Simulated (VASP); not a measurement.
# MgO (Pmm2) in VASP: notebook

MgO is run at these levels: PBE; tasks: single point.

Everything below comes from runs of VASP 6.6.1. Logs are shortened: lines on timing, memory, paths and dates and some standing lists are left out, and cuts for length are marked.

### Step 1. The cell of the first run

Symmetry: Pmm2, No. 25, orthorhombic system. Conventional cell: a = 5.634 Å, b = 5.634 Å, c = 5.634 Å, α = 90.00°, β = 90.00°, γ = 90.00°. Mg (site symmetry m) has 4 O at 1.97 to 2.01 Å within 2.6 Å. Mg (site symmetry m) has 4 O at 1.93 to 2.05 Å within 2.6 Å. Mg (site symmetry mm2) has 4 O at 1.80 to 2.17 Å within 2.4 Å. Within 2.4 Å of Mg (site symmetry mm2) lie 4 O at 1.83 to 2.20 Å. O (site symmetry m) has 4 Mg at 1.80 to 2.20 Å within 2.4 Å. Within 2.4 Å of O (site symmetry m) lie 4 Mg at 1.83 to 2.17 Å. Within 2.6 Å of O (site symmetry mm2) lie 4 Mg at 1.93 to 2.01 Å. Within 2.6 Å of O (site symmetry mm2) lie 4 Mg at 1.97 to 2.05 Å.

### Step 2. Single point, PBE (atoms displaced along several vibrational modes)

INCAR

```
SYSTEM = MgO
PREC = Accurate
ENCUT = 520
EDIFF = 1E-6
ISMEAR = 0
SIGMA = 0.05
LREAL = .False.
LASPH = .True.
NELM = 80
ALGO = Normal
ISIF = 2
LWAVE = .False.
LCHARG = .True.
GGA = PE
LELF = .True.
LVHAR = .True.
NBANDS = 36
```

KPOINTS

```
regular mesh
0
Gamma
  4 4 4
  0 0 0
```

POSCAR

```
MgO
1.0
    5.6335409551      0.0000000000      0.0000000000
    0.0000000000      5.6335409551      0.0000000000
    0.0000000000      0.0000000000      5.6335409551
Mg O
6 6
Direct
    0.2500000000     -0.0043283221      0.5000000000
    0.0000000000      0.5063221729      0.2500000000
    0.5000000000      0.7249713367      0.0000000000
    0.7500000000     -0.0043283221      0.5000000000
    0.0000000000      0.5063221729      0.7500000000
    0.5000000000      0.2249713367      0.0000000000
    0.2500000000      0.5260825660      0.0000000000
    0.5000000000      0.0177347429      0.2500000000
    0.0000000000      0.7411761981      0.5000000000
    0.7500000000      0.5260825660      0.0000000000
    0.5000000000      0.0177347429      0.7500000000
    0.0000000000      0.2411761981      0.5000000000
```

Potentials or basis: VASP PAW PBE potentials, release 64 (Mg, O).

The run is started by

```console
$ cat potpaw_PBE.64/Mg/POTCAR potpaw_PBE.64/O/POTCAR > POTCAR
$ mpirun -np 1 vasp_std > vasp.out
```

OUTCAR:

```text
SYSTEM = MgO
   PREC = Accurate
   ENCUT = 520
   EDIFF = 1E-6
   ISMEAR = 0
   LREAL = .False.
   LASPH = .True.
   NELM = 80
   ISIF = 2
   GGA = PE

 ion  position               nearest neighbor table
   1  0.250  0.996  0.500-  12 1.97  11 2.00   8 2.00   9 2.01   4 2.82   4 2.82   5 3.40   2 3.40
                             6 3.40   6 3.40   2 3.50   5 3.50   3 3.50   3 3.50
   2  0.000  0.506  0.250-   9 1.93   7 1.99  10 1.99  12 2.05   5 2.82   5 2.82   3 3.38   3 3.38
                             4 3.40   1 3.40   4 3.50   1 3.50   6 3.53   6 3.53
   3  0.500  0.725  0.000-   7 1.80  10 1.80   8 2.17  11 2.17   6 2.82   6 2.82   2 3.38   5 3.38
                             2 3.38   5 3.38   4 3.50   1 3.50   4 3.50   1 3.50
   4  0.750  0.996  0.500-  12 1.97  11 2.00   8 2.00   9 2.01   1 2.82   1 2.82   5 3.40   2 3.40
                             6 3.40   6 3.40   2 3.50   5 3.50   3 3.50   3 3.50
   5  0.000  0.506  0.750-   9 1.93   7 1.99  10 1.99  12 2.05   2 2.82   2 2.82   3 3.38   3 3.38
                             1 3.40   4 3.40   4 3.50   1 3.50   6 3.53   6 3.53
   6  0.500  0.225  0.000-   8 1.83  11 1.83  10 2.20   7 2.20   3 2.82   3 2.82   4 3.40   1 3.40
                             4 3.40   1 3.40   5 3.53   2 3.53   2 3.53   5 3.53
   7  0.250  0.526  0.000-   3 1.80   2 1.99   5 1.99   6 2.20
   8  0.500  0.018  0.250-   6 1.83   4 2.00   1 2.00   3 2.17
   9  0.000  0.741  0.500-   2 1.93   5 1.93   4 2.01   1 2.01
  10  0.750  0.526  0.000-   3 1.80   2 1.99   5 1.99   6 2.20
  11  0.500  0.018  0.750-   6 1.83   4 2.00   1 2.00   3 2.17
  12  0.000  0.241  0.500-   1 1.97   4 1.97   2 2.05   5 2.05

  LATTYP: Found a simple cubic cell.
 ALAT       =     5.6335409551

  Lattice vectors:

 A1 = (   5.6335409551,   0.0000000000,   0.0000000000)
 A2 = (   0.0000000000,   5.6335409551,   0.0000000000)
 A3 = (   0.0000000000,   0.0000000000,   5.6335409551)

Analysis of symmetry for initial positions (statically):
=====================================================================
 Subroutine PRICEL returns:
 Original cell was already a primitive cell.

 Routine SETGRP: Setting up the symmetry group for a
 simple cubic supercell.

 Subroutine GETGRP returns: Found  4 space group operations
 (whereof  4 operations were pure point group operations)
 out of a pool of 48 trial point group operations.

The static configuration has the point symmetry C_2v.

Analysis of symmetry for dynamics (positions and initial velocities):
=====================================================================
 Subroutine PRICEL returns:
 Original cell was already a primitive cell.

 Routine SETGRP: Setting up the symmetry group for a
 simple cubic supercell.

 Subroutine GETGRP returns: Found  4 space group operations
 (whereof  4 operations were pure point group operations)
 out of a pool of 48 trial point group operations.

The dynamic configuration has the point symmetry C_2v.

 Subroutine INISYM returns: Found  4 space group operations
 (whereof  4 operations are pure point group operations),
 and found     1 'primitive' translations

----------------------------------------------------------------------------------------

                                     Primitive cell

  volume of cell :     178.7905

  direct lattice vectors                    reciprocal lattice vectors
     5.633540955  0.000000000  0.000000000     0.177508251  0.000000000  0.000000000
     0.000000000  5.633540955  0.000000000     0.000000000  0.177508251  0.000000000
     0.000000000  0.000000000  5.633540955     0.000000000  0.000000000  0.177508251

  length of vectors
     5.633540955  5.633540955  5.633540955     0.177508251  0.177508251  0.177508251

  position of ions in fractional coordinates (direct lattice)
     0.250000000  0.995671678  0.500000000
     0.000000000  0.506322173  0.250000000
     0.500000000  0.724971337  0.000000000
     0.750000000  0.995671678  0.500000000
     0.000000000  0.506322173  0.750000000
     0.500000000  0.224971337  0.000000000
     0.250000000  0.526082566  0.000000000
     0.500000000  0.017734743  0.250000000
     0.000000000  0.741176198  0.500000000
     0.750000000  0.526082566  0.000000000
     0.500000000  0.017734743  0.750000000
     0.000000000  0.241176198  0.500000000

  ion indices of the primitive-cell ions
   primitive index   ion index
                 1           1
                 2           2
                 3           3
                 4           4
                 5           5
                 6           6
                 7           7
                 8           8
                 9           9
                10          10
                11          11
                12          12

----------------------------------------------------------------------------------------

 KPOINTS: regular mesh

Automatic generation of k-mesh.
 Grid dimensions read from file:
 generate k-points for:    4    4    4

 Generating k-lattice:

  Cartesian coordinates                     Fractional coordinates (reciprocal lattice)
     0.044377063  0.000000000  0.000000000     0.250000000  0.000000000  0.000000000
     0.000000000  0.044377063  0.000000000     0.000000000  0.250000000  0.000000000
     0.000000000  0.000000000  0.044377063     0.000000000  0.000000000  0.250000000

  Length of vectors
     0.044377063  0.044377063  0.044377063

  Shift w.r.t. Gamma in fractional coordinates (k-lattice)
     0.000000000  0.000000000  0.000000000

 Subroutine IBZKPT returns following result:
 ===========================================

 Found     27 irreducible k-points:

 Following reciprocal coordinates:
            Coordinates               Weight
  0.000000  0.000000  0.000000      1.000000
  0.250000  0.000000  0.000000      2.000000
  0.000000  0.250000  0.000000      2.000000
  0.000000  0.000000  0.250000      2.000000
  0.500000  0.000000  0.000000      1.000000
  0.000000  0.500000  0.000000      1.000000
[... 16 lines left out ...]
  0.250000  0.250000  0.500000      4.000000
  0.500000  0.500000  0.250000      2.000000
 [... further k-points ...]
   k-points           NKPTS =     27   k-points in BZ     NKDIM =     27   number of bands    NBANDS=     36
   number of dos      NEDOS =    301   number of ions     NIONS =     12
   total plane-waves  NPLWV =  74088
   dimension x,y,z NGX =    42 NGY =   42 NGZ =   42
   dimension x,y,z NGXF=    84 NGYF=   84 NGZF=   84
   ions per type =               6   6
   NGX,Y,Z   is equivalent  to a cutoff of  12.39, 12.39, 12.39 a.u.
   NGXF,Y,Z  is equivalent  to a cutoff of  24.79, 24.79, 24.79 a.u.
 SYSTEM =  MgO
   PREC   = accura    normal or accurate (medium, high low for compatibility)
   ISTART =      0    job   : 0-new  1-cont  2-samecut
   ICHARG =      2    charge: 1-file 2-atom 10-const
   ISPIN  =      1    spin polarized calculation?
   LNONCOLLINEAR =      F non collinear calculations
   LSORBIT =      F    spin-orbit coupling
   LASPH  =      T    aspherical Exc in radial PAW
   ENCUT  =  520.0 eV  38.22 Ry    6.18 a.u.  10.47 10.47 10.47*2*pi/ulx,y,z
   NELM   =     80;   NELMIN=  2; NELMDL= -5     # of ELM steps
   EDIFF  = 0.1E-05   stopping-criterion for ELM
   LREAL  =      F    real-space projection
   EDIFFG = 0.1E-04   stopping-criterion for IOM
   NSW    =      0    number of steps for IOM
   IBRION =     -1    ionic relax: 0-MD 1-quasi-New 2-CG
   NFREE  =      0    steps in history (QN), initial steepest desc. (CG)
   ISIF   =      2    stress and relaxation
   ISYM   =      2    0-nonsym 1-usesym 2-fastsym
   POTIM  = 0.5000    time-step for ionic-motion
   TEBEG  =    0.0;   TEEND  =   0.0 temperature during run
   PSTRESS=    0.0 pullay stress
   NELECT =      48.0000    total number of electrons
   NUPDOWN=      -1.0000    fix difference up-down
   EMIN   =  10.00;   EMAX   =-10.00  energy-range for DOS
   EFERMI =   0.00;   METHOD = LEGACY
   ISMEAR =     0;   SIGMA  =   0.05  broadening in eV -4-tet -1-fermi 0-gaus
   EFERMI_NEDOS =   21; number of points for ismear=-14 and -15
   IALGO  =     38    algorithm
   IMIX   =      4    mixing-type and parameters
     AMIX     =   0.40;   BMIX     =  1.00
     AMIX_MAG =   1.60;   BMIX_MAG =  1.00
  volume/ion in A,a.u.               =      14.90       100.54
  Fermi-wavevector in a.u.,A,eV,Ry     =   1.056105  1.995749 15.175365  1.115358
  Thomas-Fermi vector in A             =   2.191328
   LORBIT       =      0    0 simple, 1 ext, 2 COOP (PROOUT), +10 PAW based schemes
   GGA     = PE    functional components
   LHFCALC =     F    Hartree Fock is set to
   AEXX    =    0.0000 exact exchange contribution
   IVDW    =     0    specifies the selected vdW correction
   LEPSILON=     F    determine dielectric tensor
   LRPA    =     F    only Hartree local field effects (RPA)
 non-spin polarized calculation
 Gauss-broadening in eV      SIGMA  =   0.05
  energy-cutoff  :      520.00
  volume of cell :      178.79
 maximum number of plane-waves:      4842
 NGX is ok and might be reduce to    42
   NGX = 21   NGY = 21   NGZ = 21

 number of electron      47.9999966 magnetization

 Free energy of the ion-electron system (eV)
  ---------------------------------------------------
  ext. energy  EPLUGINS =         0.00000000
  ---------------------------------------------------
  free energy    TOTEN  =       -68.88155269 eV

  energy without entropy =      -68.88155269  energy(sigma->0) =      -68.88155269

 E-fermi :   0.1515     XC(G=0):  -8.3913

 val. band max:       -0.1380207436   @ k =   0.5000   0.5000   0.0000
 cond. band min:       2.7048998432   @ k =   0.0000   0.0000   0.0000
 fundamental gap:      2.8429205869
 Fermi energy:         0.1515169506

 k-point     1 :       0.0000    0.0000    0.0000
  band No.  band energies     occupation
      1     -16.2300      2.00000
      2     -15.8389      2.00000
      3     -15.8075      2.00000
      4     -15.3998      2.00000
      5     -15.3734      2.00000
      6     -15.3204      2.00000
[... 28 lines left out ...]
     35      10.0468      0.00000
     36      10.0722      0.00000

 k-point     2 :       0.2500    0.0000    0.0000
  band No.  band energies     occupation
      1     -16.1685      2.00000
      2     -15.8840      2.00000
      3     -15.7631      2.00000
      4     -15.4733      2.00000
      5     -15.3732      2.00000
      6     -15.3220      2.00000
[... 28 lines left out ...]
     35      10.0347      0.00000
     36      10.4795      0.00000

 k-point     3 :       0.0000    0.2500    0.0000
  band No.  band energies     occupation
      1     -16.1693      2.00000
      2     -15.8678      2.00000
      3     -15.7938      2.00000
      4     -15.3996      2.00000
      5     -15.3810      2.00000
      6     -15.3732      2.00000
[... 28 lines left out ...]
     35      10.1843      0.00000
     36      10.4168      0.00000
[... 742 lines left out ...]
 k-point    23 :       0.2500    0.2500    0.5000
  band No.  band energies     occupation
      1     -15.9522      2.00000
      2     -15.9161      2.00000
      3     -15.6532      2.00000
      4     -15.6397      2.00000
      5     -15.4783      2.00000
      6     -15.3873      2.00000
[... 28 lines left out ...]
     35      10.8546      0.00000
     36      10.9974      0.00000

 k-point    24 :       0.5000    0.5000    0.2500
  band No.  band energies     occupation
      1     -15.8794      2.00000
      2     -15.8584      2.00000
      3     -15.6899      2.00000
      4     -15.6720      2.00000
      5     -15.4801      2.00000
      6     -15.4615      2.00000
[... 28 lines left out ...]
     35      10.7069      0.00000
     36      10.7672      0.00000

 [... further k-points ...]

------------------------ aborting loop because EDIFF is reached ----------------------------------------

  FORCE on cell =-STRESS in cart. coord.  units (eV):
  Direction    XX          YY          ZZ          XY          YZ          ZX
  --------------------------------------------------------------------------------------
  -------------------------------------------------------------------------------------
  Total        2.9429294      2.2277477      2.0413437      0.0000000      0.0000000      0.0000000
  in kB       26.3721815     19.9632948     18.2928909      0.0000000      0.0000000      0.0000000
  external PRESSURE =      21.5427890 kB  Pullay stress =       0.0000000 kB

 VOLUME and BASIS-vectors are now :
 -----------------------------------------------------------------------------
  energy-cutoff  :      520.00
  volume of cell :      178.79
      direct lattice vectors                 reciprocal lattice vectors
     5.633540955  0.000000000  0.000000000     0.177508251  0.000000000  0.000000000
     0.000000000  5.633540955  0.000000000     0.000000000  0.177508251  0.000000000
     0.000000000  0.000000000  5.633540955     0.000000000  0.000000000  0.177508251

 POSITION                                       TOTAL-FORCE (eV/Angst)
 -----------------------------------------------------------------------------------
      1.40839      5.60916      2.81677         0.044299      0.221737      0.000000
      0.00000      2.85239      1.40839         0.000000     -0.468366     -0.141841
      2.81677      4.08416      0.00000         0.000000      3.571864      0.000000
      4.22516      5.60916      2.81677        -0.044299      0.221737      0.000000
      0.00000      2.85239      4.22516         0.000000     -0.468366      0.141841
      2.81677      1.26739      0.00000         0.000000      2.981036      0.000000
      1.40839      2.96371      0.00000        -1.240642     -2.073546      0.000000
      2.81677      0.09991      1.40839        -0.000000     -1.675440      0.868215
      0.00000      4.17545      2.81677         0.000000      0.784902      0.000000
      4.22516      2.96371      0.00000         1.240642     -2.073546      0.000000
      2.81677      0.09991      4.22516        -0.000000     -1.675440     -0.868215
      0.00000      1.35868      2.81677         0.000000      0.653427      0.000000
 -----------------------------------------------------------------------------------
    total drift:                                0.000000      0.001452      0.000007

  FREE ENERGIE OF THE ION-ELECTRON SYSTEM (eV)
  ---------------------------------------------------
  free  energy   TOTEN  =       -68.8815526914 eV

  energy  without entropy=      -68.8815526914  energy(sigma->0) =      -68.88155269
```

Run time: 1.9 min. Hardware: 1 thread of Intel Xeon 6975P-C (Granite Rapids), shared host; peak memory 0.32 GiB.

Results:

| Quantity | Value |
| --- | --- |
| Free energy | -68.8816 eV |
| Pressure | 2.2 GPa |
| Largest force | 3.572 eV/Å |
| Band gap on the k mesh | 2.84 eV (least direct gap 2.85 eV) |

Forces in eV/Å, atoms in the order of the input:
```
Mg   0.044  0.222  0.000
Mg   0.000 -0.468 -0.142
Mg   0.000  3.572  0.000
Mg  -0.044  0.222  0.000
Mg   0.000 -0.468  0.142
Mg   0.000  2.981  0.000
O   -1.241 -2.074  0.000
O    0.000 -1.675  0.868
O    0.000  0.785  0.000
O    1.241 -2.074  0.000
O    0.000 -1.675 -0.868
O    0.000  0.653  0.000
```

Stress tensor (GPa, compression positive):
```
2.64 0.00 0.00
0.00 2.00 0.00
0.00 0.00 1.83
```

Levels at points of the mesh, in eV from the valence-band top:
| k point | band 22 | band 23 | band 24 | band 25 | band 26 | band 27 |
| --- | --- | --- | --- | --- | --- | --- |
| (0.00, 0.00, 0.00) | -0.05 | -0.02 | -0.01 | 2.84 | 5.95 | 7.90 |
| (0.50, 0.00, 0.00) | -0.58 | -0.02 | -0.02 | 4.73 | 4.76 | 7.44 |
| (0.00, 0.50, 0.00) | -0.57 | -0.05 | 0.00 | 4.72 | 4.76 | 7.49 |
| (0.00, 0.00, 0.50) | -0.56 | -0.06 | -0.02 | 4.74 | 4.75 | 7.49 |
| (0.50, 0.50, 0.00) | -0.62 | -0.44 | 0.00 | 5.60 | 5.76 | 5.89 |
| (0.00, 0.50, 0.50) | -0.61 | -0.43 | -0.04 | 5.62 | 5.79 | 5.86 |
| (0.50, 0.00, 0.50) | -0.52 | -0.47 | -0.02 | 5.62 | 5.79 | 5.81 |
| (0.50, 0.50, 0.50) | -0.76 | -0.73 | -0.67 | 6.35 | 6.38 | 7.24 |

Caveat: the cell differs from its parent crystal (atoms displaced along several vibrational modes); forces of over 1 eV/Å act on the atoms, so gaps and moduli don't describe the material at rest.

### Step 3. Single point, PBE (atoms displaced along several vibrational modes)

INCAR

```
PREC = Accurate ; ENCUT = 520
EDIFF = 1E-6 ; ISMEAR = 0
SIGMA = 0.05 ; LREAL = False
LASPH = True ; NELM = 80
ALGO = Normal ; ISIF = 2
LWAVE = False ; LCHARG = False
GGA = PE ; NBANDS = 36
```

KPOINTS

```
regular mesh
0
Gamma
  4 4 4
```

POSCAR

```
MgO
1.0
    5.6335409551      0.0000000000      0.0000000000
    0.0000000000      5.6335409551      0.0000000000
    0.0000000000      0.0000000000      5.6335409551
Mg O
6 6
Direct
    0.2500000000     -0.0045277072      0.5000000000
    0.0000000000      0.5061227878      0.2500000000
    0.5000000000      0.7299770693      0.0000000000
    0.7500000000     -0.0045277072      0.5000000000
    0.0000000000      0.5061227878      0.7500000000
    0.5000000000      0.2299770693      0.0000000000
    0.2500000000      0.5217008351      0.0000000000
    0.5000000000      0.0133530120      0.2500000000
    0.0000000000      0.7429409585      0.5000000000
    0.7500000000      0.5217008351      0.0000000000
    0.5000000000      0.0133530120      0.7500000000
    0.0000000000      0.2429409585      0.5000000000
```

Potentials or basis: VASP PAW PBE potentials, release 64 (Mg, O).

The run is started by

```console
$ cat potpaw_PBE.64/Mg/POTCAR potpaw_PBE.64/O/POTCAR > POTCAR
$ mpirun -np 1 vasp_std > vasp.out
```

Wall time 1.7 min (1 thread of Intel Xeon 6975P-C (Granite Rapids), shared host); peak memory 0.32 GiB.

It converged, with:

| Item | Value |
| --- | --- |
| Free energy | -69.2247 eV |
| Pressure | 1.3 GPa |
| Largest force | 2.809 eV/Å |
| Band gap on the k mesh | 2.86 eV |

Forces in eV/Å, atoms in the order of the input:
```
Mg   0.027  0.245  0.000
Mg   0.000 -0.443 -0.105
Mg   0.000  2.809  0.000
Mg  -0.027  0.245  0.000
Mg   0.000 -0.443  0.105
Mg   0.000  2.330  0.000
O   -0.815 -1.665  0.000
O    0.000 -1.282  0.525
O    0.000  0.628  0.000
O    0.815 -1.665  0.000
O    0.000 -1.282 -0.525
O    0.000  0.523  0.000
```

Stress tensor (GPa, compression positive):
```
1.62 0.00 0.00
0.00 1.22 0.00
0.00 0.00 1.00
```

Levels at points of the mesh, in eV from the valence-band top:
```
           k point  band 22  band 23  band 24  band 25  band 26  band 27
(0.00, 0.00, 0.00)    -0.04    -0.01     0.00     2.86     5.99     7.91
(0.50, 0.00, 0.00)    -0.57    -0.02    -0.01     4.75     4.78     7.48
(0.00, 0.50, 0.00)    -0.57    -0.04     0.00     4.74     4.78     7.51
(0.00, 0.00, 0.50)    -0.56    -0.05    -0.02     4.76     4.77     7.53
(0.50, 0.50, 0.00)    -0.61    -0.44     0.00     5.63     5.78     5.88
(0.00, 0.50, 0.50)    -0.60    -0.43    -0.03     5.65     5.81     5.85
(0.50, 0.00, 0.50)    -0.52    -0.46    -0.01     5.65     5.80     5.82
(0.50, 0.50, 0.50)    -0.76    -0.74    -0.69     6.37     6.39     7.27
```

Caveat: the cell differs from its parent crystal (atoms displaced along several vibrational modes); forces of over 1 eV/Å act on the atoms, so gaps and moduli don't describe the material at rest.
